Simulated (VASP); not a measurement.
Crystal: NbAg3.

```
Ag Nb
1.0
     0.00000    4.11779    0.00000
     4.11779    0.00000    0.00000
     2.05890    2.05890   -4.18108
Ag Nb
3 1
Direct
  0.75000 0.25000 0.50000
  0.25000 0.75000 0.50000
  0.50000 0.50000 0.00000
  0.00000 0.00000 0.00000
```

* Program: VASP 6.6.1
* Task: relaxation of cell and atoms
* Functional: r2SCAN
* Potentials or basis: VASP PAW PBE potentials, release 64 (Ag, Nb_sv)
* Cutoff: 600 eV
* k mesh: 5 × 5 × 5
* Occupations: fermi-dirac, width 0.1 eV
* Spin: no spin polarisation
* Hubbard terms: Nb d U = 2.89 eV

At the start: pressure -1.5 GPa; volume 17.72 Å³/atom.

Task: Where does the relaxation end?

Result: Over 18 steps the energy falls by 48.6 meV/atom and the volume is 17.40 Å³/atom (-1.8 %); space group I4/mmm (No. 139, to 0.1 Å) before, Fm-3m (No. 225, to 0.1 Å).

Step by step:
| step | energy change (eV) | largest force (eV/Å) | pressure (GPa) | volume (Å³) |
| --- | --- | --- | --- | --- |
| 1 | 0.0000 | 0.0000 | -1.46 | 70.90 |
| 2 | -0.0512 | 0.0000 | 1.51 | 69.23 |
| 3 | -0.0612 | 0.0000 | 3.48 | 68.27 |
| 4 | -0.0903 | 0.0000 | 2.54 | 68.65 |
| 5 | -0.1430 | 0.0000 | 0.25 | 69.70 |
| 6 | -0.1712 | 0.0000 | -2.95 | 71.29 |
| 7 | -0.1699 | 0.0000 | -2.21 | 70.92 |
| 8 | -0.1877 | 0.0000 | -0.33 | 69.85 |
| 9 | -0.1900 | 0.0000 | 0.56 | 69.38 |
| 10 | -0.1900 | 0.0000 | 0.81 | 69.26 |
| 11 | -0.1928 | 0.0000 | 0.40 | 69.43 |
| 12 | -0.1941 | 0.0000 | -0.01 | 69.61 |
| 13 | -0.1916 | 0.0000 | -0.46 | 69.86 |
| 14 | -0.1942 | 0.0000 | -0.10 | 69.67 |
| 15 | -0.1942 | 0.0000 | -0.11 | 69.67 |
| 16 | -0.1942 | 0.0000 | -0.14 | 69.69 |
| 17 | -0.1943 | 0.0000 | 0.09 | 69.57 |
| 18 | -0.1943 | 0.0000 | 0.00 | 69.62 |

Final structure:
```
CELL_PARAMETERS angstrom
0.00000 4.60269 0.00000
4.60269 0.00000 0.00000
2.30134 2.30134 -3.28632
ATOMIC_POSITIONS crystal
Ag 0.75000 0.25000 0.50000
Ag 0.25000 0.75000 0.50000
Ag 0.50000 0.50000 0.00000
Nb 0.00000 0.00000 0.00000
```

Caveat: the PAW data sets were made with another functional, which shifts forces and pressure a little; U without spin polarisation on a metal has little footing; the U is typed as a test and isn't derived for this compound.
